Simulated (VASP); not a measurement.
V: relaxation of cell and atoms with PBEsol

The system is V.

```xyz
1
Lattice="0.0000 1.8964 1.8964 1.8964 0.0000 1.8964 1.8964 1.8964 0.0000" Properties=species:S:1:pos:R:3 pbc="T T T"
V     0.0000    0.0000    0.0000
```

```
Program                : VASP 6.6.1
Task                   : relaxation of cell and atoms
Functional             : PBEsol
Potentials or basis    : VASP PAW PBE potentials, release 64 (V_sv)
Cutoff                 : 600 eV
k mesh                 : 18 × 18 × 18
Occupations            : gaussian, width 0.1 eV
Spin                   : no spin polarisation
Dipole correction      : no
Further INCAR settings : ALGO = Fast; EDIFF = 1e-06; IBRION = 2; EDIFFG = -0.005; NSW = 100; ISIF = 3
```

| Property | Result |
| --- | --- |
| Relaxed volume | 13.39 Å³/atom |
| Relaxed cell | a = 2.665 Å, b = 2.665 Å, c = 2.665 Å, α = 60.00°, β = 60.00°, γ = 60.00° |
| Space group after relaxing (to 0.05 Å) | Fm-3m (No. 225) |
| Energy gained by relaxing | 2.6 meV/atom |
| Ionic steps | 3 |
| Pressure after relaxing | 0.0 GPa |

Step by step:
| step | energy change (eV) | largest force (eV/Å) | pressure (GPa) | volume (Å³) |
| --- | --- | --- | --- | --- |
| 1 | 0.0000 | 0.0000 | -3.28 | 13.64 |
| 2 | 0.0014 | 0.0000 | 4.58 | 13.10 |
| 3 | -0.0026 | 0.0000 | -0.04 | 13.39 |

Final structure:
```xyz
1
Lattice="0.0000 1.8847 1.8847 1.8847 0.0000 1.8847 1.8847 1.8847 0.0000" Properties=species:S:1:pos:R:3 pbc="T T T"
V     0.0000    0.0000    0.0000
```

Levels at points of the mesh, in eV from the Fermi level:
| k point | band 4 | band 5 | band 6 | band 7 | band 8 | band 9 |
| --- | --- | --- | --- | --- | --- | --- |
| (0.00, 0.00, 0.00) | -37.19 | -6.93 | 0.17 | 0.17 | 0.17 | 1.99 |
| (0.50, 0.00, 0.00) | -37.31 | -3.44 | 0.03 | 0.03 | 0.90 | 3.24 |
| (0.50, 0.50, 0.00) | -37.51 | -3.64 | -2.75 | 3.20 | 3.57 | 3.57 |

Run time: 45 s on 1 thread of Intel Xeon 6975P-C, with other jobs on the host, peak memory 0.17 GiB.

Caveat: the PAW data sets were made with another functional, which shifts forces and pressure a little.
